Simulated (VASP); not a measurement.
# RbCaBr3 (Cmmm) in VASP: notebook

RbCaBr3 is run at these levels: LDA; tasks: single point.

Program: VASP 6.6.1. These are calculated values, not measurements. Logs are shortened: lines on timing, memory, paths and dates and some standing lists are left out, and cuts for length are marked.

### Step 1. The cell of the first run

The structure is orthorhombic, space group Cmmm (No. 65). The conventional cell has a = 8.032 Å, b = 8.194 Å, c = 5.737 Å, α = 90.00°, β = 90.00°, γ = 90.00°. Within 5.3 Å of Rb (site symmetry mmm) lie 12 Br at 4.02 to 4.10 Å and 8 Ca at 4.94 to 5.00 Å. Within 3.8 Å of Ca (site symmetry mmm) lie 6 Br at 2.87 Å. Br (site symmetry 2/m) has 2 Ca at 2.87 Å within 3.8 Å. Within 3.8 Å of Br (site symmetry mmm) lie 2 Ca at 2.87 Å.

### Step 2. Single point, LDA (strain -0.0200 x Voigt [0, 0, 0, 0, 0, 1])

File INCAR:

```
ALGO = Normal ; EDIFF = 1E-6
ENCUT = 520 ; GGA = CA
ISIF = 2 ; ISMEAR = 0
LASPH = True ; LCHARG = False
LREAL = False ; LWAVE = False
NBANDS = 28 ; NELM = 60
PREC = Accurate ; SIGMA = 0.05
```

File KPOINTS:

```
k-points
0
Gamma
  4 4 4
```

File POSCAR:

```
RbCaBr3
1.0
    5.7366900000     -0.0573669000      0.0000000000
   -0.0573669000      5.7366900000      0.0000000000
    0.0000000000      0.0000000000      5.7366900000
Rb Ca Br
1 1 3
Direct
    0.5000000000      0.5000000000      0.5000000000
    0.0000000000      0.0000000000      0.0000000000
    0.5000000000      0.0000000000      0.0000000000
    0.0000000000      0.5000000000      0.0000000000
    0.0000000000      0.0000000000      0.5000000000
```

Potentials or basis: VASP PAW LDA potentials, release 64 (Rb_sv, Ca_sv, Br).

The run is started by

```bash
$ cat potpaw_LDA.64/Rb_sv/POTCAR potpaw_LDA.64/Ca_sv/POTCAR potpaw_LDA.64/Br/POTCAR > POTCAR
$ mpirun -np 1 vasp_std > vasp.out
```

OUTCAR:

```text
EDIFF = 1E-6
   ENCUT = 520
   GGA = CA
   ISIF = 2
   ISMEAR = 0
   LASPH = True
   LREAL = False
   NELM = 60
   PREC = Accurate

 ion  position               nearest neighbor table
   1  0.500  0.500  0.500-   5 4.02   5 4.02   3 4.06   3 4.06   4 4.06   3 4.06   3 4.06   4 4.06
                             4 4.06   4 4.06   5 4.10   5 4.10
   2  0.000  0.000  0.000-   5 2.87   5 2.87   3 2.87   4 2.87   4 2.87   3 2.87
   3  0.500  0.000  0.000-   2 2.87   2 2.87   1 4.06   1 4.06   1 4.06   1 4.06
   4  0.000  0.500  0.000-   2 2.87   2 2.87   1 4.06   1 4.06   1 4.06   1 4.06
   5  0.000  0.000  0.500-   2 2.87   2 2.87   1 4.02   1 4.02   1 4.10   1 4.10

  LATTYP: Found a base centered orthorhombic cell.
 ALAT       =     8.0317757531
 B/A-ratio  =     1.0202020202
 C/A-ratio  =     0.7142492739

  Lattice vectors:

 A1 = (   5.7366900000,  -0.0573669000,   0.0000000000)
 A2 = (  -0.0573669000,   5.7366900000,   0.0000000000)
 A3 = (   0.0000000000,   0.0000000000,   5.7366900000)

Analysis of symmetry for initial positions (statically):
=====================================================================
 Subroutine PRICEL returns:
 Original cell was already a primitive cell.

 Routine SETGRP: Setting up the symmetry group for a
 base centered orthorhombic supercell.

 Subroutine GETGRP returns: Found  8 space group operations
 (whereof  8 operations were pure point group operations)
 out of a pool of  8 trial point group operations.

The static configuration has the point symmetry D_2h.

Analysis of symmetry for dynamics (positions and initial velocities):
=====================================================================
 Subroutine PRICEL returns:
 Original cell was already a primitive cell.

 Routine SETGRP: Setting up the symmetry group for a
 base centered orthorhombic supercell.

 Subroutine GETGRP returns: Found  8 space group operations
 (whereof  8 operations were pure point group operations)
 out of a pool of  8 trial point group operations.

The dynamic configuration has the point symmetry D_2h.

 Subroutine INISYM returns: Found  8 space group operations
 (whereof  8 operations are pure point group operations),
 and found     1 'primitive' translations

----------------------------------------------------------------------------------------

                                     Primitive cell

  volume of cell :     188.7734

  direct lattice vectors                    reciprocal lattice vectors
     5.736690000 -0.057366900  0.000000000     0.174333982  0.001743340  0.000000000
    -0.057366900  5.736690000  0.000000000     0.001743340  0.174333982  0.000000000
     0.000000000  0.000000000  5.736690000     0.000000000  0.000000000  0.174316548

  length of vectors
     5.736976827  5.736976827  5.736690000     0.174342698  0.174342698  0.174316548

  position of ions in fractional coordinates (direct lattice)
     0.500000000  0.500000000  0.500000000
     0.000000000  0.000000000  0.000000000
     0.500000000  1.000000000  0.000000000
     1.000000000  0.500000000  0.000000000
     0.000000000  0.000000000  0.500000000

  ion indices of the primitive-cell ions
   primitive index   ion index
                 1           1
                 2           2
                 3           3
                 4           4
                 5           5

----------------------------------------------------------------------------------------

 KPOINTS: k-points

Automatic generation of k-mesh.
 Grid dimensions read from file:
 generate k-points for:    4    4    4

 Generating k-lattice:

  Cartesian coordinates                     Fractional coordinates (reciprocal lattice)
     0.043583495  0.000435835  0.000000000     0.250000000 -0.000000000  0.000000000
     0.000435835  0.043583495  0.000000000    -0.000000000  0.250000000  0.000000000
     0.000000000  0.000000000  0.043579137     0.000000000  0.000000000  0.250000000

  Length of vectors
     0.043585675  0.043585675  0.043579137

  Shift w.r.t. Gamma in fractional coordinates (k-lattice)
     0.000000000  0.000000000  0.000000000

 Subroutine IBZKPT returns following result:
 ===========================================

 Found     21 irreducible k-points:

 Following reciprocal coordinates:
            Coordinates               Weight
  0.000000  0.000000  0.000000      1.000000
  0.250000 -0.000000  0.000000      4.000000
  0.500000 -0.000000  0.000000      2.000000
  0.250000  0.250000  0.000000      2.000000
  0.500000  0.250000  0.000000      4.000000
 -0.250000  0.250000  0.000000      2.000000
[... 13 lines left out ...]
 -0.250000  0.250000  0.500000      2.000000
  0.500000  0.500000  0.500000      1.000000
   k-points           NKPTS =     21   k-points in BZ     NKDIM =     21   number of bands    NBANDS=     28
   number of dos      NEDOS =    301   number of ions     NIONS =      5
   total plane-waves  NPLWV = 110592
   dimension x,y,z NGX =    48 NGY =   48 NGZ =   48
   dimension x,y,z NGXF=    96 NGYF=   96 NGZF=   96
   ions per type =               1   1   3
   NGX,Y,Z   is equivalent  to a cutoff of  13.91, 13.91, 13.91 a.u.
   NGXF,Y,Z  is equivalent  to a cutoff of  27.82, 27.82, 27.82 a.u.
 SYSTEM =  unknown system
   PREC   = accura    normal or accurate (medium, high low for compatibility)
   ISTART =      0    job   : 0-new  1-cont  2-samecut
   ICHARG =      2    charge: 1-file 2-atom 10-const
   ISPIN  =      1    spin polarized calculation?
   LNONCOLLINEAR =      F non collinear calculations
   LSORBIT =      F    spin-orbit coupling
   LASPH  =      T    aspherical Exc in radial PAW
   ENCUT  =  520.0 eV  38.22 Ry    6.18 a.u.  10.67 10.67 10.67*2*pi/ulx,y,z
   NELM   =     60;   NELMIN=  2; NELMDL= -5     # of ELM steps
   EDIFF  = 0.1E-05   stopping-criterion for ELM
   LREAL  =      F    real-space projection
[... 7 lines left out ...]
   TEBEG  =    0.0;   TEEND  =   0.0 temperature during run
   PSTRESS=    0.0 pullay stress
   NELECT =      40.0000    total number of electrons
   NUPDOWN=      -1.0000    fix difference up-down
   EMIN   =  10.00;   EMAX   =-10.00  energy-range for DOS
   EFERMI =   0.00;   METHOD = LEGACY
   ISMEAR =     0;   SIGMA  =   0.05  broadening in eV -4-tet -1-fermi 0-gaus
   EFERMI_NEDOS =   21; number of points for ismear=-14 and -15
   IALGO  =     38    algorithm
   IMIX   =      4    mixing-type and parameters
     AMIX     =   0.40;   BMIX     =  1.00
     AMIX_MAG =   1.60;   BMIX_MAG =  1.00
  volume/ion in A,a.u.               =      37.75       254.78
  Fermi-wavevector in a.u.,A,eV,Ry     =   0.975996  1.844365 12.960470  0.952568
  Thomas-Fermi vector in A             =   2.106580
   LORBIT       =      0    0 simple, 1 ext, 2 COOP (PROOUT), +10 PAW based schemes
   GGA     = CA    functional components
   LHFCALC =     F    Hartree Fock is set to
   AEXX    =    0.0000 exact exchange contribution
   IVDW    =     0    specifies the selected vdW correction
   LEPSILON=     F    determine dielectric tensor
   LRPA    =     F    only Hartree local field effects (RPA)
 non-spin polarized calculation
 Gauss-broadening in eV      SIGMA  =   0.05
  energy-cutoff  :      520.00
  volume of cell :      188.77
 maximum number of plane-waves:      5118
 NGX is ok and might be reduce to    48
   NGX = 21   NGY = 21   NGZ = 21

 number of electron      39.9999996 magnetization

 Free energy of the ion-electron system (eV)
  ---------------------------------------------------
  ext. energy  EPLUGINS =         0.00000000
  ---------------------------------------------------
  free energy    TOTEN  =       -19.16912024 eV

  energy without entropy =      -19.16912024  energy(sigma->0) =      -19.16912024

 E-fermi :  -0.9101     XC(G=0):  -7.8935

 val. band max:       -1.1412327251   @ k =   0.5000   0.5000   0.5000
 cond. band min:       2.5374090266   @ k =   0.0000   0.0000   0.0000
 fundamental gap:      3.6786417517
 Fermi energy:        -0.9100865276

 k-point     1 :       0.0000    0.0000    0.0000
  band No.  band energies     occupation
      1     -39.7286      2.00000
      2     -26.3388      2.00000
      3     -21.0642      2.00000
      4     -21.0619      2.00000
      5     -21.0594      2.00000
      6     -14.1860      2.00000
[... 20 lines left out ...]
     27       4.7699      0.00000
     28       4.8224      0.00000

 k-point     2 :       0.2500   -0.0000    0.0000
  band No.  band energies     occupation
      1     -39.7286      2.00000
      2     -26.3387      2.00000
      3     -21.0712      2.00000
      4     -21.0618      2.00000
      5     -21.0612      2.00000
      6     -14.1376      2.00000
[... 20 lines left out ...]
     27       5.0455      0.00000
     28       5.2270      0.00000

 k-point     3 :       0.5000   -0.0000    0.0000
  band No.  band energies     occupation
      1     -39.7286      2.00000
      2     -26.3386      2.00000
      3     -21.0798      2.00000
      4     -21.0617      2.00000
      5     -21.0613      2.00000
      6     -14.0888      2.00000
[... 20 lines left out ...]
     27       5.3171      0.00000
     28       5.9040      0.00000

 k-point     4 :       0.2500    0.2500    0.0000
  band No.  band energies     occupation
      1     -39.7286      2.00000
      2     -26.3386      2.00000
      3     -21.0728      2.00000
      4     -21.0684      2.00000
      5     -21.0617      2.00000
      6     -14.0850      2.00000
[... 20 lines left out ...]
     27       5.5497      0.00000
     28       5.5864      0.00000

 k-point     5 :       0.5000    0.2500    0.0000
  band No.  band energies     occupation
      1     -39.7285      2.00000
      2     -26.3385      2.00000
      3     -21.0799      2.00000
      4     -21.0700      2.00000
      5     -21.0616      2.00000
      6     -14.0343      2.00000
[... 20 lines left out ...]
     27       5.8237      0.00000
     28       6.2292      0.00000

 k-point     6 :      -0.2500    0.2500    0.0000
  band No.  band energies     occupation
      1     -39.7286      2.00000
      2     -26.3386      2.00000
      3     -21.0727      2.00000
      4     -21.0684      2.00000
      5     -21.0617      2.00000
      6     -14.0884      2.00000
[... 370 lines left out ...]
      5     -21.0682      2.00000
      6     -13.9749      2.00000
[... 20 lines left out ...]
     27       6.1243      0.00000
     28       6.1271      0.00000

 k-point    19 :       0.5000    0.2500    0.5000
  band No.  band energies     occupation
      1     -39.7285      2.00000
      2     -26.3382      2.00000
      3     -21.0797      2.00000
      4     -21.0793      2.00000
      5     -21.0698      2.00000
      6     -13.9200      2.00000
[... 20 lines left out ...]
     27       5.5553      0.00000
     28       6.0586      0.00000

 k-point    20 :      -0.2500    0.2500    0.5000
  band No.  band energies     occupation
      1     -39.7285      2.00000
      2     -26.3384      2.00000
      3     -21.0794      2.00000
      4     -21.0725      2.00000
      5     -21.0682      2.00000
      6     -13.9830      2.00000
[... 20 lines left out ...]
     27       6.0830      0.00000
     28       6.1074      0.00000

 k-point    21 :       0.5000    0.5000    0.5000
  band No.  band energies     occupation
      1     -39.7284      2.00000
      2     -26.3382      2.00000
      3     -21.0810      2.00000
      4     -21.0792      2.00000
      5     -21.0771      2.00000
      6     -13.8732      2.00000
[... 20 lines left out ...]
     27       5.1538      0.00000
     28       6.9891      0.00000

------------------------ aborting loop because EDIFF is reached ----------------------------------------

  FORCE on cell =-STRESS in cart. coord.  units (eV):
  Direction    XX          YY          ZZ          XY          YZ          ZX
  --------------------------------------------------------------------------------------
  -------------------------------------------------------------------------------------
  Total       -2.8088102     -2.8088102     -2.8091338      0.1452310      0.0000000      0.0000000
  in kB      -23.8392324    -23.8392324    -23.8419786      1.2326203      0.0000000      0.0000000
  external PRESSURE =     -23.8401478 kB  Pullay stress =       0.0000000 kB

 VOLUME and BASIS-vectors are now :
 -----------------------------------------------------------------------------
  energy-cutoff  :      520.00
  volume of cell :      188.77
      direct lattice vectors                 reciprocal lattice vectors
     5.736690000 -0.057366900  0.000000000     0.174333982  0.001743340  0.000000000
    -0.057366900  5.736690000  0.000000000     0.001743340  0.174333982  0.000000000
     0.000000000  0.000000000  5.736690000     0.000000000  0.000000000  0.174316548

 POSITION                                       TOTAL-FORCE (eV/Angst)
 -----------------------------------------------------------------------------------
      2.83966      2.83966      2.86835        -0.000000      0.000000      0.000000
      0.00000      0.00000      0.00000         0.000000      0.000000      0.000000
      2.86835     -0.02868      0.00000        -0.000000      0.000000      0.000000
     -0.02868      2.86835      0.00000         0.000000      0.000000      0.000000
      0.00000      0.00000      2.86835         0.000000      0.000000      0.000000
 -----------------------------------------------------------------------------------
    total drift:                                0.000000     -0.000000      0.000000

  FREE ENERGIE OF THE ION-ELECTRON SYSTEM (eV)
  ---------------------------------------------------
  free  energy   TOTEN  =       -19.1691202365 eV

  energy  without entropy=      -19.1691202365  energy(sigma->0) =      -19.16912024
```

It took 2.4 min on 1 thread of Oxide Virtual Turin-like, shared host; peak memory 0.29 GiB.

What came out:

| Property | Result |
| --- | --- |
| Free energy | -19.1691 eV |
| Pressure | -2.4 GPa |
| Band gap on the k mesh | 3.68 eV, indirect (least direct gap 3.95 eV) |

Levels at points of the mesh, in eV from the valence-band top:
```tsv
k point	band 16	band 17	band 18	band 19	band 20	band 21	band 22	band 23	band 24	band 25
(0.00, 0.00, 0.00)	-0.56	-0.54	-0.33	-0.30	-0.27	3.68	4.55	4.56	4.57	5.75
(0.50, 0.00, 0.00)	-0.90	-0.90	-0.72	-0.42	-0.42	4.70	5.32	5.62	5.62	5.63
(0.50, 0.50, 0.00)	-0.96	-0.93	-0.89	-0.88	-0.01	5.64	5.68	5.74	6.19	6.46
(0.00, 0.00, 0.50)	-0.91	-0.90	-0.72	-0.48	-0.36	4.70	5.32	5.62	5.62	5.63
(0.50, 0.00, 0.50)	-0.94	-0.94	-0.88	-0.88	-0.02	5.65	5.66	5.75	6.19	6.46
(0.50, 0.50, 0.50)	-1.40	-1.40	-0.01	0.00	0.00	5.22	5.96	6.00	6.04	6.28
```

Caveat: the cell differs from its parent crystal (strain -0.0200 x Voigt [0, 0, 0, 0, 0, 1]). A k mesh can miss the band edges.

### Step 3. Single point, LDA (strain +0.0150 x Voigt [0, 0, 0, 0, 0, 1])

File INCAR:

```
PREC = Accurate
ENCUT = 520
EDIFF = 1E-6
ISMEAR = 0
SIGMA = 0.05
LREAL = False
LASPH = True
NELM = 60
ALGO = Normal
ISIF = 2
LWAVE = False
LCHARG = True
GGA = CA
LELF = True
LVHAR = True
NBANDS = 28
```

File KPOINTS:

```
regular mesh
0
Gamma
  4 4 4
```

POSCAR, as its differences from that of step 2:

```diff
@@ -2,4 +2,4 @@
 1.0
-    5.7366900000     -0.0573669000      0.0000000000
-   -0.0573669000      5.7366900000      0.0000000000
+    5.7366900000      0.0430251750      0.0000000000
+    0.0430251750      5.7366900000      0.0000000000
     0.0000000000      0.0000000000      5.7366900000
```

Potentials or basis: VASP PAW LDA potentials, release 64 (Rb_sv, Ca_sv, Br).

The run is started by

```bash
$ cat potpaw_LDA.64/Rb_sv/POTCAR potpaw_LDA.64/Ca_sv/POTCAR potpaw_LDA.64/Br/POTCAR > POTCAR
$ mpirun -np 1 vasp_std > vasp.out
```

It took 3.2 min on 1 thread of Oxide Virtual Turin-like, shared host; peak memory 0.29 GiB.

Results (log left out):

```yaml
Free_energy: -19.1696 eV
Pressure: -2.4 GPa
Band_gap_on_the_k_mesh: 3.68 eV, indirect (least direct gap 3.96 eV)
```

Stress tensor (GPa, compression positive):
```
-2.39 -0.09  0.00
-0.09 -2.39  0.00
 0.00  0.00 -2.39
```

Levels at points of the mesh, in eV from the valence-band top:
```
           k point  band 18  band 19  band 20  band 21  band 22  band 23
(0.00, 0.00, 0.00)    -0.32    -0.30    -0.28     3.68     4.55     4.56
(0.50, 0.00, 0.00)    -0.72    -0.42    -0.42     4.70     5.32     5.62
(0.50, 0.50, 0.00)    -0.89    -0.88    -0.02     5.65     5.67     5.74
(0.00, 0.00, 0.50)    -0.72    -0.46    -0.38     4.70     5.32     5.62
(0.50, 0.00, 0.50)    -0.88    -0.88    -0.02     5.65     5.66     5.75
(0.50, 0.50, 0.50)    -0.01     0.00     0.00     5.22     5.97     6.00
```

Caveat: the cell differs from its parent crystal (strain +0.0150 x Voigt [0, 0, 0, 0, 0, 1]).

(Part 1 of 2 ends here.)
